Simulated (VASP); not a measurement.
# SrO (hm.bA) (Fm-3m) in VASP: single point with PBE

Aim: the single point of SrO (hm.bA) with PBE.

Program: VASP 6.6.1. These are calculated values, not measurements. Logs are shortened: lines on timing, memory, paths and dates and some standing lists are left out, and cuts for length are marked.

## (1) The cell of the first run

It takes space group Fm-3m (No. 225, cubic). The conventional cell has a = 5.195 Å, b = 5.195 Å, c = 5.195 Å, α = 90.00°, β = 90.00°, γ = 90.00°. Within 3.4 Å of Sr (site symmetry m-3m) lie 6 O at 2.60 Å. O (site symmetry m-3m) has 6 Sr at 2.60 Å within 3.4 Å.

## (2) Single point, PBE

INCAR reads:

```
  PREC = Accurate
  ENCUT = 600
  EDIFF = 1E-6
  ISMEAR = 0
  SIGMA = 0.02
  LREAL = F
  LASPH = T
  NELM = 120
  ALGO = Normal
  ISIF = 2
  LWAVE = F
  LCHARG = F
  GGA = PE
  NBANDS = 15
  GGA_COMPAT = F
```

KPOINTS reads:

```
regular mesh
0
Gamma
  8 8 8
```

POSCAR reads:

```
SrO
1.0
    0.0000000000      2.5975406445      2.5975406445
    2.5975406445      0.0000000000      2.5975406445
    2.5975406445      2.5975406445      0.0000000000
Sr O
1 1
Direct
    0.0000000000      0.0000000000      0.0000000000
    0.5000000000      0.5000000000      0.5000000000
```

Potentials or basis: VASP PAW PBE potentials, release 64 (Sr_sv, O).

Run with:

```console
cat potpaw_PBE.64/Sr_sv/POTCAR potpaw_PBE.64/O/POTCAR > POTCAR
mpirun -np 1 vasp_std > vasp.out
```

OUTCAR:

```text
PREC = Accurate
   ENCUT = 600
   EDIFF = 1E-6
   ISMEAR = 0
   LREAL = F
   LASPH = T
   NELM = 120
   ISIF = 2
   GGA = PE

 ion  position               nearest neighbor table
   1  0.000  0.000  0.000-   2 2.60   2 2.60   2 2.60   2 2.60   2 2.60   2 2.60
   2  0.500  0.500  0.500-   1 2.60   1 2.60   1 2.60   1 2.60   1 2.60   1 2.60

  LATTYP: Found a face centered cubic cell.
 ALAT       =     5.1950812890

  Lattice vectors:

 A1 = (   0.0000000000,   2.5975406445,   2.5975406445)
 A2 = (   2.5975406445,   0.0000000000,   2.5975406445)
 A3 = (   2.5975406445,   2.5975406445,   0.0000000000)

Analysis of symmetry for initial positions (statically):
=====================================================================
 Subroutine PRICEL returns:
 Original cell was already a primitive cell.

 Routine SETGRP: Setting up the symmetry group for a
 face centered cubic supercell.

 Subroutine GETGRP returns: Found 48 space group operations
 (whereof 48 operations were pure point group operations)
 out of a pool of 48 trial point group operations.

The static configuration has the point symmetry O_h .

Analysis of symmetry for dynamics (positions and initial velocities):
=====================================================================
 Subroutine PRICEL returns:
 Original cell was already a primitive cell.

 Routine SETGRP: Setting up the symmetry group for a
 face centered cubic supercell.

 Subroutine GETGRP returns: Found 48 space group operations
 (whereof 48 operations were pure point group operations)
 out of a pool of 48 trial point group operations.

The dynamic configuration has the point symmetry O_h .

 Subroutine INISYM returns: Found 48 space group operations
 (whereof 48 operations are pure point group operations),
 and found     1 'primitive' translations

----------------------------------------------------------------------------------------

                                     Primitive cell

  volume of cell :      35.0523

  direct lattice vectors                    reciprocal lattice vectors
     0.000000000  2.597540644  2.597540644    -0.192489770  0.192489770  0.192489770
     2.597540644  0.000000000  2.597540644     0.192489770 -0.192489770  0.192489770
     2.597540644  2.597540644  0.000000000     0.192489770  0.192489770 -0.192489770

  length of vectors
     3.673477208  3.673477208  3.673477208     0.333402061  0.333402061  0.333402061

  position of ions in fractional coordinates (direct lattice)
     0.000000000  0.000000000  0.000000000
     0.500000000  0.500000000  0.500000000

  ion indices of the primitive-cell ions
   primitive index   ion index
                 1           1
                 2           2

----------------------------------------------------------------------------------------

 KPOINTS: regular mesh

Automatic generation of k-mesh.
 Grid dimensions read from file:
 generate k-points for:    8    8    8

 Generating k-lattice:

  Cartesian coordinates                     Fractional coordinates (reciprocal lattice)
    -0.024061221  0.024061221  0.024061221     0.125000000  0.000000000  0.000000000
     0.024061221 -0.024061221  0.024061221     0.000000000  0.125000000  0.000000000
     0.024061221  0.024061221 -0.024061221     0.000000000  0.000000000  0.125000000

  Length of vectors
     0.041675258  0.041675258  0.041675258

  Shift w.r.t. Gamma in fractional coordinates (k-lattice)
     0.000000000  0.000000000  0.000000000

 Subroutine IBZKPT returns following result:
 ===========================================

 Found     29 irreducible k-points:

 Following reciprocal coordinates:
            Coordinates               Weight
  0.000000  0.000000  0.000000      1.000000
  0.125000  0.000000  0.000000      8.000000
  0.250000  0.000000  0.000000      8.000000
  0.375000  0.000000  0.000000      8.000000
  0.500000  0.000000  0.000000      4.000000
  0.125000  0.125000  0.000000      6.000000
[... 16 lines left out ...]
  0.500000  0.250000  0.125000     48.000000
 -0.375000  0.250000  0.125000     24.000000
 [... further k-points ...]
   k-points           NKPTS =     29   k-points in BZ     NKDIM =     29   number of bands    NBANDS=     15
   number of dos      NEDOS =    301   number of ions     NIONS =      2
   total plane-waves  NPLWV =  27000
   dimension x,y,z NGX =    30 NGY =   30 NGZ =   30
   dimension x,y,z NGXF=    60 NGYF=   60 NGZF=   60
   ions per type =               1   1
   NGX,Y,Z   is equivalent  to a cutoff of  13.58, 13.58, 13.58 a.u.
   NGXF,Y,Z  is equivalent  to a cutoff of  27.15, 27.15, 27.15 a.u.
 SYSTEM =  unknown system
   PREC   = accura    normal or accurate (medium, high low for compatibility)
   ISTART =      0    job   : 0-new  1-cont  2-samecut
   ICHARG =      2    charge: 1-file 2-atom 10-const
   ISPIN  =      1    spin polarized calculation?
   LNONCOLLINEAR =      F non collinear calculations
   LSORBIT =      F    spin-orbit coupling
   LASPH  =      T    aspherical Exc in radial PAW
   ENCUT  =  600.0 eV  44.10 Ry    6.64 a.u.   7.34  7.34  7.34*2*pi/ulx,y,z
   NELM   =    120;   NELMIN=  2; NELMDL= -5     # of ELM steps
   EDIFF  = 0.1E-05   stopping-criterion for ELM
   LREAL  =      F    real-space projection
   EDIFFG = 0.1E-04   stopping-criterion for IOM
   NSW    =      0    number of steps for IOM
   IBRION =     -1    ionic relax: 0-MD 1-quasi-New 2-CG
   NFREE  =      0    steps in history (QN), initial steepest desc. (CG)
   ISIF   =      2    stress and relaxation
   ISYM   =      2    0-nonsym 1-usesym 2-fastsym
   POTIM  = 0.5000    time-step for ionic-motion
   TEBEG  =    0.0;   TEEND  =   0.0 temperature during run
   PSTRESS=    0.0 pullay stress
   NELECT =      16.0000    total number of electrons
   NUPDOWN=      -1.0000    fix difference up-down
   EMIN   =  10.00;   EMAX   =-10.00  energy-range for DOS
   EFERMI =   0.00;   METHOD = LEGACY
   ISMEAR =     0;   SIGMA  =   0.02  broadening in eV -4-tet -1-fermi 0-gaus
   EFERMI_NEDOS =   21; number of points for ismear=-14 and -15
   IALGO  =     38    algorithm
   IMIX   =      4    mixing-type and parameters
     AMIX     =   0.40;   BMIX     =  1.00
     AMIX_MAG =   1.60;   BMIX_MAG =  1.00
  volume/ion in A,a.u.               =      17.53       118.27
  Fermi-wavevector in a.u.,A,eV,Ry     =   1.260499  2.381998 21.617719  1.588858
  Thomas-Fermi vector in A             =   2.394005
   LORBIT       =      0    0 simple, 1 ext, 2 COOP (PROOUT), +10 PAW based schemes
   GGA     = PE    functional components
   LHFCALC =     F    Hartree Fock is set to
   AEXX    =    0.0000 exact exchange contribution
   IVDW    =     0    specifies the selected vdW correction
   LEPSILON=     F    determine dielectric tensor
   LRPA    =     F    only Hartree local field effects (RPA)
 non-spin polarized calculation
 Gauss-broadening in eV      SIGMA  =   0.02
  energy-cutoff  :      600.00
  volume of cell :       35.05
 maximum number of plane-waves:      1211
 NGX is ok and might be reduce to    30
   NGX = 15   NGY = 15   NGZ = 15

 number of electron      16.0000000 magnetization

 Free energy of the ion-electron system (eV)
  ---------------------------------------------------
  ext. energy  EPLUGINS =         0.00000000
  ---------------------------------------------------
  free energy    TOTEN  =       -12.05629400 eV

  energy without entropy =      -12.05629400  energy(sigma->0) =      -12.05629400

 E-fermi :   1.7276     XC(G=0):  -9.8815

 val. band max:        1.5190250364   @ k =   0.0000   0.0000   0.0000
 cond. band min:       4.8006262223   @ k =   0.5000   0.5000   0.0000
 fundamental gap:      3.2816011859
 Fermi energy:         1.7276370996

 k-point     1 :       0.0000    0.0000    0.0000
  band No.  band energies     occupation
      1     -30.9789      2.00000
      2     -13.5321      2.00000
      3     -12.6472      2.00000
      4     -12.6472      2.00000
      5     -12.6472      2.00000
      6       1.5190      2.00000
      7       1.5190      2.00000
      8       1.5190      2.00000
      9       5.2866      0.00000
     10       7.6617      0.00000
     11       7.6617      0.00000
     12       7.6617      0.00000
     13       9.7604      0.00000
     14       9.7604      0.00000
     15      14.0798      0.00000

 k-point     2 :       0.1250    0.0000    0.0000
  band No.  band energies     occupation
      1     -30.9616      2.00000
      2     -13.9046      2.00000
      3     -12.6586      2.00000
      4     -12.6586      2.00000
      5     -12.3183      2.00000
      6       1.0748      2.00000
      7       1.3331      2.00000
      8       1.3331      2.00000
      9       5.9733      0.00000
     10       7.5143      0.00000
     11       7.9567      0.00000
     12       7.9567      0.00000
     13      10.1469      0.00000
     14      10.1469      0.00000
     15      15.0416      0.00000

 k-point     3 :       0.2500    0.0000    0.0000
  band No.  band energies     occupation
      1     -30.9193      2.00000
      2     -14.4567      2.00000
      3     -12.6858      2.00000
      4     -12.6858      2.00000
      5     -11.8718      2.00000
      6       0.2720      2.00000
      7       0.9302      2.00000
      8       0.9302      2.00000
      9       7.3679      0.00000
     10       7.5551      0.00000
     11       8.7555      0.00000
     12       8.7555      0.00000
     13      11.1167      0.00000
     14      11.1167      0.00000
     15      16.9351      0.00000
[... 343 lines left out ...]
 k-point    23 :       0.5000    0.2500    0.1250
  band No.  band energies     occupation
      1     -30.8545      2.00000
      2     -14.6395      2.00000
      3     -12.9768      2.00000
      4     -12.8053      2.00000
      5     -11.8323      2.00000
      6       0.0152      2.00000
      7       0.6262      2.00000
      8       1.0004      2.00000
      9       7.0151      0.00000
     10       8.5102      0.00000
     11      10.2083      0.00000
     12      10.4183      0.00000
     13      12.3216      0.00000
     14      13.2515      0.00000
     15      15.4484      0.00000

 k-point    24 :      -0.3750    0.2500    0.1250
  band No.  band energies     occupation
      1     -30.8403      2.00000
      2     -14.7030      2.00000
      3     -12.9978      2.00000
      4     -12.8533      2.00000
      5     -11.8028      2.00000
      6      -0.0186      2.00000
      7       0.6840      2.00000
      8       0.7477      2.00000
      9       7.7744      0.00000
     10       8.1291      0.00000
     11      10.5699      0.00000
     12      10.8181      0.00000
     13      12.8264      0.00000
     14      14.1247      0.00000
     15      14.4930      0.00000

 [... further k-points ...]
[... 5 lines left out ...]
  --------------------------------------------------------------------------------------
  -------------------------------------------------------------------------------------
  Total        0.0914693      0.0914693      0.0914693      0.0000000      0.0000000     -0.0000000
  in kB        4.1808895      4.1808895      4.1808895      0.0000000      0.0000000     -0.0000000
  external PRESSURE =       4.1808895 kB  Pullay stress =       0.0000000 kB

 VOLUME and BASIS-vectors are now :
 -----------------------------------------------------------------------------
  energy-cutoff  :      600.00
  volume of cell :       35.05
      direct lattice vectors                 reciprocal lattice vectors
     0.000000000  2.597540644  2.597540644    -0.192489770  0.192489770  0.192489770
     2.597540644  0.000000000  2.597540644     0.192489770 -0.192489770  0.192489770
     2.597540644  2.597540644  0.000000000     0.192489770  0.192489770 -0.192489770

 POSITION                                       TOTAL-FORCE (eV/Angst)
 -----------------------------------------------------------------------------------
      0.00000      0.00000      0.00000        -0.000000     -0.000000      0.000000
      2.59754      2.59754      2.59754         0.000000      0.000000     -0.000000
 -----------------------------------------------------------------------------------
    total drift:                                0.000000      0.000000      0.000000

  FREE ENERGIE OF THE ION-ELECTRON SYSTEM (eV)
  ---------------------------------------------------
  free  energy   TOTEN  =       -12.0562940000 eV

  energy  without entropy=      -12.0562940000  energy(sigma->0) =      -12.05629400
```

It took 22 s on 1 thread of Intel Xeon Platinum 8375C at 2.90GHz (Ice Lake), shared host; peak memory 0.18 GiB.

Results:

```
Free energy            : -12.0563 eV
Pressure               : 0.4 GPa
Band gap on the k mesh : 3.28 eV, indirect (least direct gap 3.39 eV)
```

Levels at points of the mesh, in eV from the valence-band top:
```tsv
k point	band 4	band 5	band 6	band 7	band 8	band 9	band 10	band 11	band 12	band 13
(0.00, 0.00, 0.00)	-14.17	-14.17	0.00	0.00	0.00	3.77	6.14	6.14	6.14	8.24
(0.50, 0.00, 0.00)	-14.24	-12.99	-2.11	-1.08	-1.08	6.42	8.21	8.67	8.67	11.62
(0.50, 0.50, 0.00)	-14.50	-14.50	-0.48	-0.11	-0.11	3.28	7.57	9.97	10.11	10.84
```
